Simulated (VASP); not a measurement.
Wanted: the native input for a VASP 6.6.1 run.

* Task: single point
* Functional: PBE
* Dispersion: D3(BJ)
* Potentials or basis: VASP PAW PBE potentials, release 64 (Pb_d, O)
* Cutoff: 520 eV
* k mesh: 2 × 2 × 2, shifted
* Occupations: fermi-dirac, width 0.0689 eV
* Spin: no spin polarisation
* Dipole correction: no
* Further INCAR settings: LREAL = Auto; ALGO = Normal; EDIFF = 1e-06; NBANDS = 94

The structure of PbO lies in POSCAR:

```
PbO
1.0
   -5.8291407203      0.0000000000      5.4878050257
    5.8291407203      0.0000000000      5.4878050257
    0.0000000000      5.9945590302     -5.4878050257
Pb O
8 8
Direct
    0.2823012185      0.7512838922      0.2590180516
    0.7731078501      0.2609285868      0.2794544172
    0.2612864148      0.2259666293      0.7274975487
    0.7664132084      0.7394478274      0.7424395986
    0.2310314087      0.7362315988      0.7172063830
    0.7276693106      0.2346860154      0.7184641903
    0.2360298422      0.2667522091      0.2614387467
    0.7611598483      0.7726435306      0.2843748792
    0.5652646829      0.6917042449      0.3872423290
    0.0553764885      0.1254604030      0.3403296205
    0.4515529595      0.0334908270      0.6260360405
    0.9094060171      0.5583801802      0.5837892299
    0.1880228893      0.5600132227      0.3766140243
    0.6906723796      0.0726090710      0.3815701853
    0.0600041445      0.9452749327      0.6404989893
    0.5002011160      0.4240130428      0.6337767267
```

This cell differs from its parent crystal: dynamics (nvt langevin) at 800 K, volume x 1.02, from the last frame before.

These files were run (other wordings do the same):

INCAR

```
SYSTEM = PbO
ALGO = Normal
EDIFF = 1E-6
ENCUT = 520
GGA = PE
ISIF = 2
ISMEAR = -1
IVDW = 12
LASPH = .TRUE.
LCHARG = .TRUE.
LELF = .TRUE.
LREAL = Auto
LVHAR = .TRUE.
LWAVE = .FALSE.
NBANDS = 94
NELM = 60
PREC = Accurate
SIGMA = 0.0689
```

KPOINTS

```
Automatic mesh
0
Gamma
  2 2 2
  0.5 0.5 0.5
```

Potentials or basis: VASP PAW PBE potentials, release 64 (Pb_d, O).

Command:

```sh
$ cat potpaw_PBE.64/Pb_d/POTCAR potpaw_PBE.64/O/POTCAR > POTCAR
$ mpirun -np 1 vasp_std > vasp.out
```

It gave:

```
Pressure                   : -4.2 GPa
Largest force              : 1.380 eV/Å
Band gap on the k mesh     : 2.24 eV (least direct gap 2.26 eV)
Dispersion energy per atom : -0.203 eV
```

Caveat: the cell stands under tension; the atoms stand as in a frame of molecular dynamics; spin-orbit coupling is left out, which moves the levels of the heavy elements; a shifted mesh leaves out Γ, where band edges can lie; forces of over 1 eV/Å act on the atoms, so gaps and moduli don't describe the material at rest.

It took 11 min on 1 thread of Intel Xeon 8259CL, on a shared host, peak memory 0.52 GiB.
